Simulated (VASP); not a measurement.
# AlSn (P-6m2) in VASP: settings compared

AlSn is run at these levels: PBE, PBE+D3(BJ); tasks: single point, relaxation of cell and atoms.

Everything below comes from runs of VASP 6.6.1. Logs are shortened: lines on timing, memory, paths and dates and some standing lists are left out, and cuts for length are marked.

## 1. The cell of the first run

It takes space group P-6m2 (No. 187, hexagonal). Conventional cell: a = 4.198 Å, b = 4.198 Å, c = 3.307 Å, α = 90.00°, β = 90.00°, γ = 120.00°. Sn (site symmetry -6m2) has 6 Al at 2.93 Å and 2 Sn at 3.31 Å within 3.9 Å. Within 3.9 Å of Al (site symmetry -6m2) lie 6 Sn at 2.93 Å and 2 Al at 3.31 Å.

## 2. Single point, PBE

Contents of INCAR:

```
SYSTEM = AlSn
  ALGO = Fast
  EDIFF = 1E-6
  ENCUT = 520
  GGA = PE
  ISIF = 2
  ISMEAR = 0
  LASPH = .True.
  LCHARG = .False.
  LREAL = .False.
  LWAVE = .False.
  NBANDS = 16
  NELM = 80
  PREC = Accurate
  SIGMA = 0.026000000000000002
```

Contents of KPOINTS:

```
k-points
0
Gamma
  7 7 8
  0 0 0
```

Contents of POSCAR:

```
AlSn
1.0
    4.1981056157      0.0000000000      0.0000000000
   -2.0990528078      3.6356661109      0.0000000000
    0.0000000000      0.0000000000      3.3068470000
Sn Al
1 1
Direct
    0.3333333333      0.6666666667      0.5000000000
    0.0000000000      0.0000000000      0.0000000000
```

Potentials or basis: VASP PAW PBE potentials, release 64 (Sn_d, Al).

The run is started by

```
$ cat potpaw_PBE.64/Sn_d/POTCAR potpaw_PBE.64/Al/POTCAR > POTCAR
$ mpirun -np 1 vasp_std > vasp.out
```

OUTCAR:

```text
SYSTEM = AlSn
   EDIFF = 1E-6
   ENCUT = 520
   GGA = PE
   ISIF = 2
   ISMEAR = 0
   LASPH = .True.
   LREAL = .False.
   NELM = 80
   PREC = Accurate

 ion  position               nearest neighbor table
   1  0.333  0.667  0.500-   2 2.93   2 2.93   2 2.93   2 2.93   2 2.93   2 2.93
   2  0.000  0.000  0.000-   1 2.93   1 2.93   1 2.93   1 2.93   1 2.93   1 2.93

  LATTYP: Found a hexagonal cell.
 ALAT       =     4.1981056157
 C/A-ratio  =     0.7876998110

  Lattice vectors:

 A1 = (   4.1981056157,   0.0000000000,   0.0000000000)
 A2 = (  -2.0990528078,   3.6356661109,   0.0000000000)
 A3 = (   0.0000000000,   0.0000000000,   3.3068470000)

Analysis of symmetry for initial positions (statically):
=====================================================================
 Subroutine PRICEL returns:
 Original cell was already a primitive cell.

 Routine SETGRP: Setting up the symmetry group for a
 hexagonal supercell.

 Subroutine GETGRP returns: Found 12 space group operations
 (whereof 12 operations were pure point group operations)
 out of a pool of 24 trial point group operations.

The static configuration has the point symmetry D_3h.

Analysis of symmetry for dynamics (positions and initial velocities):
=====================================================================
 Subroutine PRICEL returns:
 Original cell was already a primitive cell.

 Routine SETGRP: Setting up the symmetry group for a
 hexagonal supercell.

 Subroutine GETGRP returns: Found 12 space group operations
 (whereof 12 operations were pure point group operations)
 out of a pool of 24 trial point group operations.

The dynamic configuration has the point symmetry D_3h.

 Subroutine INISYM returns: Found 12 space group operations
 (whereof 12 operations are pure point group operations),
 and found     1 'primitive' translations

----------------------------------------------------------------------------------------

                                     Primitive cell

  volume of cell :      50.4721

  direct lattice vectors                    reciprocal lattice vectors
     4.198105616  0.000000000  0.000000000     0.238202678  0.137526380  0.000000000
    -2.099052808  3.635666111  0.000000000     0.000000000  0.275052760  0.000000000
     0.000000000  0.000000000  3.306847000     0.000000000  0.000000000  0.302402863

  length of vectors
     4.198105616  4.198105616  3.306847000     0.275052760  0.275052760  0.302402863

  position of ions in fractional coordinates (direct lattice)
     0.333333333  0.666666667  0.500000000
     0.000000000  0.000000000  0.000000000

  ion indices of the primitive-cell ions
   primitive index   ion index
                 1           1
                 2           2

----------------------------------------------------------------------------------------

 KPOINTS: k-points

Automatic generation of k-mesh.
 Grid dimensions read from file:
 generate k-points for:    7    7    8

 Generating k-lattice:

  Cartesian coordinates                     Fractional coordinates (reciprocal lattice)
     0.034028954  0.019646626  0.000000000     0.142857143  0.000000000  0.000000000
     0.000000000  0.039293251  0.000000000     0.000000000  0.142857143  0.000000000
     0.000000000  0.000000000  0.037800358     0.000000000  0.000000000  0.125000000

  Length of vectors
     0.039293251  0.039293251  0.037800358

  Shift w.r.t. Gamma in fractional coordinates (k-lattice)
     0.000000000  0.000000000  0.000000000

 Subroutine IBZKPT returns following result:
 ===========================================

 Found     40 irreducible k-points:

 Following reciprocal coordinates:
            Coordinates               Weight
  0.000000  0.000000  0.000000      1.000000
  0.142857  0.000000  0.000000      6.000000
  0.285714  0.000000  0.000000      6.000000
  0.428571  0.000000  0.000000      6.000000
  0.142857  0.142857  0.000000      6.000000
  0.285714  0.142857  0.000000     12.000000
[... 16 lines left out ...]
  0.428571  0.142857  0.250000     12.000000
  0.285714  0.285714  0.250000     12.000000
 [... further k-points ...]
   k-points           NKPTS =     40   k-points in BZ     NKDIM =     40   number of bands    NBANDS=     16
   number of dos      NEDOS =    301   number of ions     NIONS =      2
   total plane-waves  NPLWV =  28672
   dimension x,y,z NGX =    32 NGY =   32 NGZ =   28
   dimension x,y,z NGXF=    64 NGYF=   64 NGZF=   56
   ions per type =               1   1
   NGX,Y,Z   is equivalent  to a cutoff of  12.67, 12.67, 14.08 a.u.
   NGXF,Y,Z  is equivalent  to a cutoff of  25.34, 25.34, 28.15 a.u.
 SYSTEM =  AlSn
   PREC   = accura    normal or accurate (medium, high low for compatibility)
   ISTART =      0    job   : 0-new  1-cont  2-samecut
   ICHARG =      2    charge: 1-file 2-atom 10-const
   ISPIN  =      1    spin polarized calculation?
   LNONCOLLINEAR =      F non collinear calculations
   LSORBIT =      F    spin-orbit coupling
   LASPH  =      T    aspherical Exc in radial PAW
   ENCUT  =  520.0 eV  38.22 Ry    6.18 a.u.   7.81  7.81  6.15*2*pi/ulx,y,z
   NELM   =     80;   NELMIN=  2; NELMDL= -5     # of ELM steps
   EDIFF  = 0.1E-05   stopping-criterion for ELM
   LREAL  =      F    real-space projection
   EDIFFG = 0.1E-04   stopping-criterion for IOM
   NSW    =      0    number of steps for IOM
   IBRION =     -1    ionic relax: 0-MD 1-quasi-New 2-CG
   NFREE  =      0    steps in history (QN), initial steepest desc. (CG)
   ISIF   =      2    stress and relaxation
   ISYM   =      2    0-nonsym 1-usesym 2-fastsym
   POTIM  = 0.5000    time-step for ionic-motion
   TEBEG  =    0.0;   TEEND  =   0.0 temperature during run
   PSTRESS=    0.0 pullay stress
   NELECT =      17.0000    total number of electrons
   NUPDOWN=      -1.0000    fix difference up-down
   EMIN   =  10.00;   EMAX   =-10.00  energy-range for DOS
   EFERMI =   0.00;   METHOD = LEGACY
   ISMEAR =     0;   SIGMA  =   0.03  broadening in eV -4-tet -1-fermi 0-gaus
   EFERMI_NEDOS =   21; number of points for ismear=-14 and -15
   IALGO  =     68    algorithm
   IMIX   =      4    mixing-type and parameters
     AMIX     =   0.40;   BMIX     =  1.00
     AMIX_MAG =   1.60;   BMIX_MAG =  1.00
  volume/ion in A,a.u.               =      25.24       170.30
  Fermi-wavevector in a.u.,A,eV,Ry     =   1.139044  2.152482 17.652500  1.297422
  Thomas-Fermi vector in A             =   2.275748
   LORBIT       =      0    0 simple, 1 ext, 2 COOP (PROOUT), +10 PAW based schemes
   GGA     = PE    functional components
   LHFCALC =     F    Hartree Fock is set to
   AEXX    =    0.0000 exact exchange contribution
   IVDW    =     0    specifies the selected vdW correction
   LEPSILON=     F    determine dielectric tensor
   LRPA    =     F    only Hartree local field effects (RPA)
 non-spin polarized calculation
 RMM-DIIS sequential band-by-band and
 Gauss-broadening in eV      SIGMA  =   0.03
  energy-cutoff  :      520.00
  volume of cell :       50.47
 maximum number of plane-waves:      1374
 NGX is ok and might be reduce to    32
   NGX = 15   NGY = 15   NGZ = 13

 number of electron      16.9999999 magnetization

 Free energy of the ion-electron system (eV)
  ---------------------------------------------------
  ext. energy  EPLUGINS =         0.00000000
  ---------------------------------------------------
  free energy    TOTEN  =        -7.20123701 eV

  energy without entropy =       -7.20111741  energy(sigma->0) =       -7.20117721

 E-fermi :   6.4252     XC(G=0):  -9.5625

 val. band max:        6.3551888183   @ k =   0.2857   0.2857   0.2500
 cond. band min:       6.4376172748   @ k =   0.0000   0.0000   0.1250
 fundamental gap:      0.0824284565
 Fermi energy:         6.4252290617

 k-point     1 :       0.0000    0.0000    0.0000
  band No.  band energies     occupation
      1     -14.9286      2.00000
      2     -14.8270      2.00000
      3     -14.8270      2.00000
      4     -14.8050      2.00000
      5     -14.8050      2.00000
      6      -4.0209      2.00000
[... 8 lines left out ...]
     15      17.9995      0.00000
     16      19.2271      0.00000

 k-point     2 :       0.1429    0.0000    0.0000
  band No.  band energies     occupation
      1     -14.9270      2.00000
      2     -14.8275      2.00000
      3     -14.8233      2.00000
      4     -14.8062      2.00000
      5     -14.8053      2.00000
      6      -3.8099      2.00000
[... 8 lines left out ...]
     15      16.5357      0.00000
     16      18.8795      0.00000

 k-point     3 :       0.2857    0.0000    0.0000
  band No.  band energies     occupation
      1     -14.9236      2.00000
      2     -14.8284      2.00000
      3     -14.8150      2.00000
      4     -14.8089      2.00000
      5     -14.8060      2.00000
      6      -3.2023      2.00000
[... 8 lines left out ...]
     15      16.0827      0.00000
     16      17.8669      0.00000

 k-point     4 :       0.4286    0.0000    0.0000
  band No.  band energies     occupation
      1     -14.9211      2.00000
      2     -14.8290      2.00000
      3     -14.8110      2.00000
      4     -14.8083      2.00000
      5     -14.8066      2.00000
      6      -2.3856      2.00000
[... 8 lines left out ...]
     15      15.8085      0.00000
     16      17.4907      0.00000
[... 324 lines left out ...]
 k-point    22 :       0.2857    0.1429    0.2500
  band No.  band energies     occupation
      1     -14.8454      2.00000
      2     -14.8402      2.00000
      3     -14.8337      2.00000
      4     -14.8209      2.00000
      5     -14.8080      2.00000
      6      -1.7812      2.00000
[... 8 lines left out ...]
     15      16.8553      0.00000
     16      18.2757      0.00000

 k-point    23 :       0.4286    0.1429    0.2500
  band No.  band energies     occupation
      1     -14.8468      2.00000
      2     -14.8408      2.00000
      3     -14.8332      2.00000
      4     -14.8189      2.00000
      5     -14.8059      2.00000
      6      -1.2060      2.00000
[... 8 lines left out ...]
     15      16.9100      0.00000
     16      19.1131      0.00000

 k-point    24 :       0.2857    0.2857    0.2500
  band No.  band energies     occupation
      1     -14.8457      2.00000
      2     -14.8425      2.00000
      3     -14.8301      2.00000
      4     -14.8177      2.00000
      5     -14.8091      2.00000
      6      -1.0957      2.00000
[... 8 lines left out ...]
     15      18.6250      0.00000
     16      18.6793      0.00000

 [... further k-points ...]

------------------------ aborting loop because EDIFF is reached ----------------------------------------

  FORCE on cell =-STRESS in cart. coord.  units (eV):
  Direction    XX          YY          ZZ          XY          YZ          ZX
  --------------------------------------------------------------------------------------
  -------------------------------------------------------------------------------------
  Total       -0.0141699     -0.0141699      0.2419379     -0.0000000     -0.0000000      0.0000000
  in kB       -0.4498065     -0.4498065      7.6800305     -0.0000000     -0.0000000      0.0000000
  external PRESSURE =       2.2601392 kB  Pullay stress =       0.0000000 kB

 VOLUME and BASIS-vectors are now :
 -----------------------------------------------------------------------------
  energy-cutoff  :      520.00
  volume of cell :       50.47
      direct lattice vectors                 reciprocal lattice vectors
     4.198105616  0.000000000  0.000000000     0.238202678  0.137526380  0.000000000
    -2.099052808  3.635666111  0.000000000     0.000000000  0.275052760  0.000000000
     0.000000000  0.000000000  3.306847000     0.000000000  0.000000000  0.302402863

 POSITION                                       TOTAL-FORCE (eV/Angst)
 -----------------------------------------------------------------------------------
     -0.00000      2.42378      1.65342        -0.000000     -0.000000      0.000000
      0.00000      0.00000      0.00000         0.000000      0.000000      0.000000
 -----------------------------------------------------------------------------------
    total drift:                                0.000000     -0.000000     -0.000000

  FREE ENERGIE OF THE ION-ELECTRON SYSTEM (eV)
  ---------------------------------------------------
  free  energy   TOTEN  =        -7.2012370084 eV

  energy  without entropy=       -7.2011174093  energy(sigma->0) =       -7.20117721
```

Run time: 62 s. Hardware: 1 thread of AMD EPYC 7R13, shared host; peak memory 0.15 GiB.

Results:

- Free energy: -7.2012 eV
- Pressure: 0.2 GPa

Levels at points of the mesh, in eV from the Fermi level:
| k point | band 4 | band 5 | band 6 | band 7 | band 8 | band 9 | band 10 | band 11 | band 12 | band 13 |
| --- | --- | --- | --- | --- | --- | --- | --- | --- | --- | --- |
| (0.00, 0.00, 0.00) | -21.23 | -21.23 | -10.45 | -0.22 | -0.22 | 0.70 | 2.61 | 3.13 | 3.13 | 5.19 |
| (0.00, 0.00, 0.50) | -21.24 | -21.18 | -7.42 | -6.21 | 2.72 | 2.72 | 3.58 | 3.58 | 3.77 | 4.17 |

Caveat: spin-orbit coupling is left out, which moves the levels of the heavy elements.

## 3. Relaxation of cell and atoms, PBE+D3(BJ)

Contents of INCAR:

```
SYSTEM = AlSn
PREC = Accurate
ENCUT = 600
EDIFF = 1E-6
ISMEAR = -1
SIGMA = 0.05
LREAL = .False.
LASPH = .True.
NELM = 80
ALGO = Normal
ISIF = 3
LWAVE = .False.
LCHARG = .False.
GGA = PE
IVDW = 12
IBRION = 2
NSW = 60
EDIFFG = -0.01
```

Contents of KPOINTS:

```
regular mesh
0
Gamma
  7 7 8
  0 0 0
```

POSCAR is that of step 2.

Potentials or basis: VASP PAW PBE potentials, release 64 (Sn_d, Al).

The run is started by

```
$ cat potpaw_PBE.64/Sn_d/POTCAR potpaw_PBE.64/Al/POTCAR > POTCAR
$ mpirun -np 1 vasp_std > vasp.out
```

Run time: 2.9 min. Hardware: 1 thread of AMD EPYC 7R13, shared host; peak memory 0.19 GiB.

The run converged. Its results:

| Property | Result |
| --- | --- |
| Free energy | -7.8311 eV |
| Relaxed volume | 24.31 Å³/atom |
| Relaxed cell | a = 4.133 Å, b = 4.133 Å, c = 3.286 Å, α = 90.00°, β = 90.00°, γ = 120.00° |
| Space group after relaxing (to 0.05 Å) | P-6m2 (No. 187) |
| Energy gained by relaxing | 5.8 meV/atom |
| Ionic steps | 5 |
| Pressure after relaxing | 0.0 GPa |
| Dispersion energy per atom | -0.321 eV |

The path:
```tsv
step	energy change (eV)	largest force (eV/Å)	pressure (GPa)	volume (Å³)
1	0.0000	0.0000	-1.86	50.47
2	-0.0107	0.0000	0.38	48.36
3	-0.0110	0.0000	0.04	48.65
4	-0.0115	0.0000	-0.03	48.62
5	-0.0115	0.0000	-0.01	48.62
```

Final structure:
```
Sn Al
1.0
     4.13331    0.00000    0.00000
    -2.06665    3.57955    0.00000
     0.00000    0.00000    3.28591
Sn Al
1 1
Direct
  0.33333 0.66667 0.50000
  0.00000 0.00000 0.00000
```

Levels at points of the mesh, in eV from the Fermi level:
```csv
k point,band 4,band 5,band 6,band 7,band 8,band 9,band 10,band 11,band 12
"(0.00, 0.00, 0.00)",-21.26,-21.26,-10.70,-0.18,-0.18,1.00,2.51,3.19,3.19
"(0.00, 0.00, 0.50)",-21.27,-21.20,-7.60,-6.42,2.83,2.83,3.67,3.67,4.05
```

Caveat: spin-orbit coupling is left out, which moves the levels of the heavy elements; pairwise dispersion overbinds metals, which lowers pressure and volume.
